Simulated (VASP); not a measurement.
# TiC2S2N2 (C2/m) in VASP: single point with r2SCAN

Aim: the single point of TiC2S2N2 with r2SCAN.

Program: VASP 6.6.1. These are calculated values, not measurements. Logs are shortened: lines on timing, memory, paths and dates and some standing lists are left out, and cuts for length are marked.

## (1) The cell of the first run

Symmetry: C2/m, No. 12, monoclinic system. The conventional cell has a = 10.628 Å, b = 3.660 Å, c = 6.233 Å, α = 90.00°, β = 107.51°, γ = 90.00°. Ti (site symmetry 2/m) has 2 N at 2.00 Å and 4 S at 2.51 Å within 2.7 Å. N (site symmetry m) has 1 C at 1.20 Å within 1.6 Å. Within 1.7 Å of C (site symmetry m) lie 1 N at 1.20 Å and 1 S at 1.61 Å. Within 2.1 Å of S (site symmetry m) lie 1 C at 1.61 Å.

## (2) Single point, r2SCAN

POSCAR

```
TiC2S2N2
1.0
    0.0000000000      3.6604001600      0.0000000000
    5.3137743800     -1.8302000800      0.0000000000
    1.8753014200      0.0000000000     -5.9444377300
Ti N C S
1 2 2 2
Direct
    0.0000000000      0.0000000000      0.0000000000
    0.8675000000      0.7350000000      0.8301000000
    0.1325000000      0.2650000000      0.1699000000
    0.7633000000      0.5266000000      0.7914000000
    0.2367000000      0.4734000000      0.2086000000
    0.6222000000      0.2444000000      0.7457000000
    0.3778000000      0.7556000000      0.2543000000
```

INCAR.step1

```
  PREC = Accurate
  ENCUT = 520
  ISMEAR = -5
  SIGMA = 0.1
  LREAL = F
  LASPH = T
  NELM = 100
  LMAXMIX = 4
  GGA = PE
  ALGO = Normal
  EDIFF = 1E-4
  LWAVE = T
  LCHARG = F
  ISYM = 0
```

INCAR.step2

```
  PREC = Accurate
  ENCUT = 520
  EDIFF = 1E-6
  ISMEAR = -1
  SIGMA = 0.1
  LREAL = F
  LASPH = T
  NELM = 100
  ALGO = Normal
  ISIF = 2
  LWAVE = F
  LCHARG = F
  LMAXMIX = 4
  METAGGA = R2SCAN
  LMIXTAU = T
  LORBIT = 11
  ISTART = 1
  ISYM = 0
```

KPOINTS

```
Automatic mesh
0
Gamma
  5 4 3
  0 0 0.5
```

Potentials or basis: VASP PAW PBE potentials, release 64 (Ti_sv, N, C, S).

On the command line:

```sh
cat potpaw_PBE.64/Ti_sv/POTCAR potpaw_PBE.64/N/POTCAR potpaw_PBE.64/C/POTCAR potpaw_PBE.64/S/POTCAR > POTCAR
cp INCAR.step1 INCAR
mpirun -np 1 vasp_std > vasp.out
cp INCAR.step2 INCAR
mpirun -np 1 vasp_std > vasp.out
```

OUTCAR:

```text
PREC = Accurate
   ENCUT = 520
   EDIFF = 1E-6
   ISMEAR = -1
   LREAL = F
   LASPH = T
   NELM = 100
   ISIF = 2
   METAGGA = R2SCAN
   LORBIT = 11
   ISTART = 1
   ISYM = 0

 ion  position               nearest neighbor table
   1  0.000  0.000  0.000-   2 2.00   3 2.00   6 2.51   6 2.51   7 2.51   7 2.51
   2  0.867  0.735  0.830-   4 1.20   1 2.00
   3  0.133  0.265  0.170-   5 1.20   1 2.00
   4  0.763  0.527  0.791-   2 1.20   6 1.61
   5  0.237  0.473  0.209-   3 1.20   7 1.61
   6  0.622  0.244  0.746-   4 1.61   1 2.51   1 2.51
   7  0.378  0.756  0.254-   5 1.61   1 2.51   1 2.51

IMPORTANT INFORMATION: All symmetrisations will be switched off!
NOSYMM: (Re-)initialisation of all symmetry stuff for point group C_1.

----------------------------------------------------------------------------------------

                                     Primitive cell

  volume of cell :     115.6225

  direct lattice vectors                    reciprocal lattice vectors
     0.000000000  3.660400160  0.000000000     0.094095075  0.273194174  0.029684326
     5.313774380 -1.830200080  0.000000000     0.188190150  0.000000000  0.059368652
     1.875301420  0.000000000 -5.944437730     0.000000000  0.000000000 -0.168224489

  length of vectors
     3.660400160  5.620127267  6.233225116     0.290465315  0.197332637  0.168224489

  position of ions in fractional coordinates (direct lattice)
     0.000000000  0.000000000  0.000000000
     0.867500000  0.735000000  0.830100000
     0.132500000  0.265000000  0.169900000
     0.763300000  0.526600000  0.791400000
     0.236700000  0.473400000  0.208600000
     0.622200000  0.244400000  0.745700000
     0.377800000  0.755600000  0.254300000

  ion indices of the primitive-cell ions
   primitive index   ion index
                 1           1
                 2           2
                 3           3
                 4           4
                 5           5
                 6           6
                 7           7

----------------------------------------------------------------------------------------

 KPOINTS: Automatic mesh

Automatic generation of k-mesh.
 Grid dimensions read from file:
 generate k-points for:    5    4    3

 Generating k-lattice:

  Cartesian coordinates                     Fractional coordinates (reciprocal lattice)
     0.018819015  0.054638835  0.005936865     0.200000000 -0.000000000  0.000000000
     0.047047538  0.000000000  0.014842163     0.000000000  0.250000000  0.000000000
     0.000000000  0.000000000 -0.056074830     0.000000000  0.000000000  0.333333333

  Length of vectors
     0.058093063  0.049333159  0.056074830

  Shift w.r.t. Gamma in fractional coordinates (k-lattice)
     0.000000000  0.000000000  0.500000000

 -----------------------------------------------------------------------------
|                                                                             |
|           W    W    AA    RRRRR   N    N  II  N    N   GGGG   !!!           |
|           W    W   A  A   R    R  NN   N  II  NN   N  G    G  !!!           |
|           W    W  A    A  R    R  N N  N  II  N N  N  G       !!!           |
|           W WW W  AAAAAA  RRRRR   N  N N  II  N  N N  G  GGG   !            |
|           WW  WW  A    A  R   R   N   NN  II  N   NN  G    G                |
|           W    W  A    A  R    R  N    N  II  N    N   GGGG   !!!           |
|                                                                             |
|     Your reciprocal lattice and k-lattice belong to different lattice       |
|     classes:                                                                |
|                                                                             |
|        The reciprocal lattice is base-centered monoclinic,                  |
|        whereas your k-lattice is triclinic.                                 |
|                                                                             |
|     Results are often still useful ...                                      |
|                                                                             |
 -----------------------------------------------------------------------------

 WARNING: IBZKPT: internal override: KBLOWUP is changed to .FALSE.
      ... skipping the blow-up phase ...

 Subroutine IBZKPT returns following result:
 ===========================================

 Found     31 irreducible k-points:

 Following reciprocal coordinates:
            Coordinates               Weight
  0.000000  0.000000  0.166667      2.000000
  0.200000 -0.000000  0.166667      2.000000
  0.400000 -0.000000  0.166667      2.000000
 -0.400000  0.000000  0.166667      2.000000
 -0.200000  0.000000  0.166667      2.000000
  0.000000  0.250000  0.166667      2.000000
[... 16 lines left out ...]
  0.400000 -0.000000  0.500000      2.000000
  0.000000  0.250000  0.500000      2.000000
 [... further k-points ...]
   k-points           NKPTS =     31   k-points in BZ     NKDIM =     31   number of bands    NBANDS=     25
   number of dos      NEDOS =    301   number of ions     NIONS =      7
   total plane-waves  NPLWV =  56448
   dimension x,y,z NGX =    28 NGY =   42 NGZ =   48
   dimension x,y,z NGXF=    56 NGYF=   84 NGZF=   96
   ions per type =               1   2   2   2
   NGX,Y,Z   is equivalent  to a cutoff of  12.72, 12.42, 12.80 a.u.
   NGXF,Y,Z  is equivalent  to a cutoff of  25.43, 24.85, 25.60 a.u.
 SYSTEM =  unknown system
   PREC   = accura    normal or accurate (medium, high low for compatibility)
   ISTART =      1    job   : 0-new  1-cont  2-samecut
   ICHARG =      0    charge: 1-file 2-atom 10-const
   ISPIN  =      1    spin polarized calculation?
   LNONCOLLINEAR =      F non collinear calculations
   LSORBIT =      F    spin-orbit coupling
   LASPH  =      T    aspherical Exc in radial PAW
   ENCUT  =  520.0 eV  38.22 Ry    6.18 a.u.   6.81 10.45 11.59*2*pi/ulx,y,z
   NELM   =    100;   NELMIN=  2; NELMDL=  0     # of ELM steps
   EDIFF  = 0.1E-05   stopping-criterion for ELM
   LREAL  =      F    real-space projection
   EDIFFG = 0.1E-04   stopping-criterion for IOM
   NSW    =      0    number of steps for IOM
   IBRION =     -1    ionic relax: 0-MD 1-quasi-New 2-CG
   NFREE  =      0    steps in history (QN), initial steepest desc. (CG)
   ISIF   =      2    stress and relaxation
   ISYM   =      0    0-nonsym 1-usesym 2-fastsym
   POTIM  = 0.5000    time-step for ionic-motion
   TEBEG  =    0.0;   TEEND  =   0.0 temperature during run
   PSTRESS=    0.0 pullay stress
   NELECT =      42.0000    total number of electrons
   NUPDOWN=      -1.0000    fix difference up-down
   EMIN   =  10.00;   EMAX   =-10.00  energy-range for DOS
   EFERMI =   0.00;   METHOD = LEGACY
   ISMEAR =    -1;   SIGMA  =   0.10  broadening in eV -4-tet -1-fermi 0-gaus
   EFERMI_NEDOS =   21; number of points for ismear=-14 and -15
   IALGO  =     38    algorithm
   IMIX   =      4    mixing-type and parameters
     AMIX     =   0.40;   BMIX     =  1.00
     AMIX_MAG =   1.60;   BMIX_MAG =  1.00
  volume/ion in A,a.u.               =      16.52       111.47
  Fermi-wavevector in a.u.,A,eV,Ry     =   1.168092  2.207374 18.564324  1.364439
  Thomas-Fermi vector in A             =   2.304584
   LORBIT       =     11    0 simple, 1 ext, 2 COOP (PROOUT), +10 PAW based schemes
   METAGGA = R2SCAN    functional components
   LHFCALC =     F    Hartree Fock is set to
   AEXX    =    0.0000 exact exchange contribution
   IVDW    =     0    specifies the selected vdW correction
   LEPSILON=     F    determine dielectric tensor
   LRPA    =     F    only Hartree local field effects (RPA)
 non-spin polarized calculation
  energy-cutoff  :      520.00
  volume of cell :      115.62
 maximum number of plane-waves:      3126
   NGX = 13   NGY = 21   NGZ = 23

 number of electron      42.0000001 magnetization

 Free energy of the ion-electron system (eV)
  ---------------------------------------------------
  ext. energy  EPLUGINS =         0.00000000
  ---------------------------------------------------
  free energy    TOTEN  =       -68.24010134 eV

  energy without entropy =      -68.12382139  energy(sigma->0) =      -68.18196137

 E-fermi :   4.0810     XC(G=0):  -9.5218

 val. band max:        4.0751474338   @ k =   0.2000   0.2500   0.1667
 cond. band min:       4.0953345093   @ k =   0.2000   0.2500   0.5000
 fundamental gap:      0.0201870756
 Fermi energy:         4.0810459374

 k-point     1 :       0.0000    0.0000    0.1667
  band No.  band energies     occupation
      1     -55.9412      2.00000
      2     -31.2754      2.00000
      3     -31.1854      2.00000
      4     -31.1432      2.00000
      5     -16.8042      2.00000
      6     -16.2650      2.00000
[... 17 lines left out ...]
     24       6.0407      0.00000
     25       6.2448      0.00000

 k-point     2 :       0.2000   -0.0000    0.1667
  band No.  band energies     occupation
      1     -55.9403      2.00000
      2     -31.2721      2.00000
      3     -31.1849      2.00000
      4     -31.1597      2.00000
      5     -16.7195      2.00000
      6     -16.2810      2.00000
[... 17 lines left out ...]
     24       5.6519      0.00000
     25       6.6118      0.00000
[... 586 lines left out ...]
     24       5.9081      0.00000
     25       6.4930      0.00000

 k-point    24 :       0.0000    0.2500    0.5000
  band No.  band energies     occupation
      1     -55.9412      2.00000
      2     -31.2755      2.00000
      3     -31.1857      2.00000
      4     -31.1432      2.00000
      5     -16.7255      2.00000
      6     -16.3042      2.00000
[... 17 lines left out ...]
     24       5.5670      0.00000
     25       6.1719      0.00000

 [... further k-points ...]
[... 5 lines left out ...]
  --------------------------------------------------------------------------------------
  -------------------------------------------------------------------------------------
  Total       -0.0128035     -0.1795695      2.3924686     -0.0926932     -0.0050817     -0.3429748
  in kB       -0.1774179     -2.4882885     33.1523541     -1.2844462     -0.0704166     -4.7525898
  external PRESSURE =      10.1622159 kB  Pullay stress =       0.0000000 kB

 VOLUME and BASIS-vectors are now :
 -----------------------------------------------------------------------------
  energy-cutoff  :      520.00
  volume of cell :      115.62
      direct lattice vectors                 reciprocal lattice vectors
     0.000000000  3.660400160  0.000000000     0.094095075  0.273194174  0.029684326
     5.313774380 -1.830200080  0.000000000     0.188190150  0.000000000  0.059368652
     1.875301420  0.000000000 -5.944437730     0.000000000  0.000000000 -0.168224489

 POSITION                                       TOTAL-FORCE (eV/Angst)
 -----------------------------------------------------------------------------------
      0.00000      0.00000      0.00000        -0.000012      0.000000      0.000006
      5.46231      1.83020     -4.93448        -1.922114     -0.007636      0.246463
      1.72676      0.00000     -1.00996         1.922126      0.007636     -0.246470
      4.28235      1.83020     -4.70443         2.508946      0.006673     -0.174083
      2.90673      0.00000     -1.24001        -2.508948     -0.006674      0.174084
      2.69710      1.83020     -4.43277        -0.873852     -0.002400      0.790723
      4.49198      0.00000     -1.51167         0.873853      0.002399     -0.790724
 -----------------------------------------------------------------------------------
    total drift:                                0.000001      0.000000     -0.000001

  FREE ENERGIE OF THE ION-ELECTRON SYSTEM (eV)
  ---------------------------------------------------
  free  energy   TOTEN  =       -68.2401013417 eV

  energy  without entropy=      -68.1238213900  energy(sigma->0) =      -68.18196137

 total charge

# of ion       s       p       d       tot
------------------------------------------
    1        2.161   6.166   1.905  10.232
    2        1.299   2.591   0.000   3.890
    3        1.299   2.591   0.000   3.890
    4        0.921   1.714   0.000   2.635
    5        0.921   1.714   0.000   2.635
    6        1.331   2.456   0.000   3.787
    7        1.331   2.456   0.000   3.787
--------------------------------------------------
tot          9.262  19.688   1.905  30.856
```

Wall time 3.6 min (1 thread of AMD EPYC 9R45 (Zen 5), shared host); peak memory 0.26 GiB.

What came out:

* Free energy: -68.2401 eV
* Pressure: 1.0 GPa
* Largest force: 2.515 eV/Å
* Band gap on the k mesh: zero (bands 21 and 22 overlap by 0.39 eV)
* Valence electrons inside the program's atomic spheres: Ti 10.23; N 3.89; C 2.63; S 3.79

Forces in eV/Å, atoms in the order of the input:
```
Ti   0.000  0.000  0.000
N   -1.922 -0.008  0.246
N    1.922  0.008 -0.246
C    2.509  0.007 -0.174
C   -2.509 -0.007  0.174
S   -0.874 -0.002  0.791
S    0.874  0.002 -0.791
```

Caveat: the k points lie up to 0.37 Å⁻¹ apart; the PAW data sets were made with another functional, which shifts forces and pressure a little.
